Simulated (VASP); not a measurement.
A run of VASP 6.6.1 is set up as follows.

The input POSCAR:

```
TiO2
1.0
   -1.8912700000      1.8912700000      4.8075110000
    1.8912700000     -1.8912700000      4.8075110000
    1.8912700000      1.8912700000     -4.8075110000
Ti O
2 4
Direct
    0.0000000000      0.0000000000      0.0000000000
    0.7500000000      0.2500000000      0.5000000000
    0.9571520000      0.4571520000      0.5000000000
    0.2071520000      0.2071520000      0.0000000000
    0.5428480000      0.0428480000      0.5000000000
    0.7928480000      0.7928480000      0.0000000000
```

Contents of INCAR.step1:

```
SYSTEM = TiO2
PREC = Accurate ; ENCUT = 520
ISMEAR = 0 ; SIGMA = 0.01
LREAL = .FALSE. ; LASPH = .TRUE.
NELM = 100 ; NBANDS = 33
GGA = PE ; ALGO = Normal
EDIFF = 1E-4 ; LWAVE = .TRUE.
LCHARG = .FALSE.
```

INCAR.step2

```
SYSTEM = TiO2
PREC = Accurate ; ENCUT = 520
EDIFF = 1E-6 ; ISMEAR = 0
SIGMA = 0.01 ; LREAL = .FALSE.
LASPH = .TRUE. ; NELM = 100
ALGO = Normal ; ISIF = 2
LWAVE = .FALSE. ; LCHARG = .FALSE.
METAGGA = R2SCAN ; LMIXTAU = .TRUE.
NBANDS = 33 ; ISTART = 1
```

File KPOINTS:

```
Automatic mesh
0
G
  6 6 8
  0 0 0
```

Potentials or basis: VASP PAW PBE potentials, release 64 (Ti_sv, O).

Launch:

```bash
$ cat potpaw_PBE.64/Ti_sv/POTCAR potpaw_PBE.64/O/POTCAR > POTCAR
$ cp INCAR.step1 INCAR
$ mpirun -np 1 vasp_std > vasp.out
$ cp INCAR.step2 INCAR
$ mpirun -np 1 vasp_std > vasp.out
```

(1) Estimate the largest force.

(2) What does it give for the pressure?

Results:

(1) 0.013 eV/Å.

(2) 0.0 GPa.

Caveat: the PAW data sets were made with another functional, which shifts forces and pressure a little.
